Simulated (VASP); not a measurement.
Hf3O8, 11 atoms in the cell. The cell holds a slab with vacuum, 11 atoms: a = 3.605 Å, b = 3.605 Å, c = 25.301 Å, α = 90.00°, β = 90.00°, γ = 120.00°. 

```yaml
Program: VASP 6.6.1
Task: relaxation of the atoms
Functional: PBE
Potentials_or_basis: VASP PAW PBE potentials, release 64 (O, Hf_pv)
Cutoff: 520 eV
k_mesh: 9 × 9 × 1
Occupations: gaussian, width 0.05 eV
Spin: no spin polarisation
Dipole_correction: yes
Further_INCAR_settings: ALGO = Fast; EDIFF = 1e-06; IBRION = 2; EDIFFG = -0.02; NSW = 80
```

Potentials or basis: VASP PAW PBE potentials, release 64 (O, Hf_pv).

The run is started by

```bash
$ cat potpaw_PBE.64/O/POTCAR potpaw_PBE.64/Hf_pv/POTCAR > POTCAR
$ mpirun -np 1 vasp_std > vasp.out
```

Hardware: 1 thread of Oxide Virtual Turin-like Processor, with other jobs on the host.

Estimate the wall time of this run.

Wall time 57 min on 1 thread of Oxide Virtual Turin-like Processor (shared host), peak memory 0.45 GiB. Counts: scf iterations 188, k points 12, ion steps 15.
